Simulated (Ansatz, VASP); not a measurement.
Ti4C3 in VASP and in Ansatz

```xyz
7
Lattice="4.3119 0.0000 0.0000 0.0000 4.3119 0.0000 0.0000 0.0000 4.3119" Properties=species:S:1:pos:R:3 pbc="T T T"
Ti    2.1559    0.0000    0.0000
Ti    0.0000    2.1559    0.0000
Ti    0.0000    0.0000    2.1559
Ti    2.1559    2.1559    2.1559
C     0.0000    2.1559    2.1559
C     2.1559    0.0000    2.1559
C     2.1559    2.1559    0.0000
```

Alike in both runs: functional PBE; k mesh 4 × 4 × 4; occupations gaussian, width 0.2 eV; no spin polarisation.

Ansatz relaxed the structure, and its values are those at the end. VASP's run is a single point on that final structure, the one shown.

```csv
,VASP,Ansatz
version,VASP 6.6.1,Ansatz 0.2.0
potentials or method,"VASP PAW PBE potentials, release 64 (Ti_sv, C), cutoff 600 eV","scalar-relativistic, plane waves, PAW"
valence electrons in the cell,60,60
```

```tsv
	VASP	Ansatz	Ansatz less VASP
gap on the k mesh at the Fermi level (eV)	none	none	-
pressure (GPa)	-0.3	-0.3	-0.08
```

A gap of «none» marks a metal or a gap that the smearing closes. With one functional, cell and mesh, what is left measures potentials, basis and numerics.

The k mesh is coarse, so the values compare programs but aren't converged.
